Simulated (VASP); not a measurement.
Input of a VASP 6.6.1 run:

File INCAR:

```
PREC = Accurate
ENCUT = 520
EDIFF = 1E-7
ISMEAR = -1
SIGMA = 0.05
LREAL = F
LASPH = T
NELM = 60
ALGO = Normal
ISIF = 2
LWAVE = F
LCHARG = F
GGA = PS
NBANDS = 11
```

KPOINTS

```
regular mesh
0
Gamma
  6 6 6
```

The input POSCAR:

```
NaH
1.0
   -0.0361901166      2.4311885266      2.4088113551
    2.4350148827     -0.0404872547      2.4131084932
    2.4091519209      2.4096126863     -0.0146242929
Na H
1 1
Direct
    0.0310700000      0.9756200000      0.0026800000
    0.4921200000      0.5144100000      0.5259600000
```

Potentials or basis: VASP PAW PBE potentials, release 64 (Na_pv, H).

Command:

```console
$ cat potpaw_PBE.64/Na_pv/POTCAR potpaw_PBE.64/H/POTCAR > POTCAR
$ mpirun -np 1 vasp_std > vasp.out
```

Problem. What does it give for the largest force?

Solution. 0.132 eV/Å.

Problem. What does it give for the pressure?

Solution. -0.8 GPa.

Stress tensor (GPa, compression positive):
```
-0.46  0.57  0.08
 0.57 -1.11  0.16
 0.08  0.16 -0.92
```

Caveat: the PAW data sets were made with another functional, which shifts forces and pressure a little.
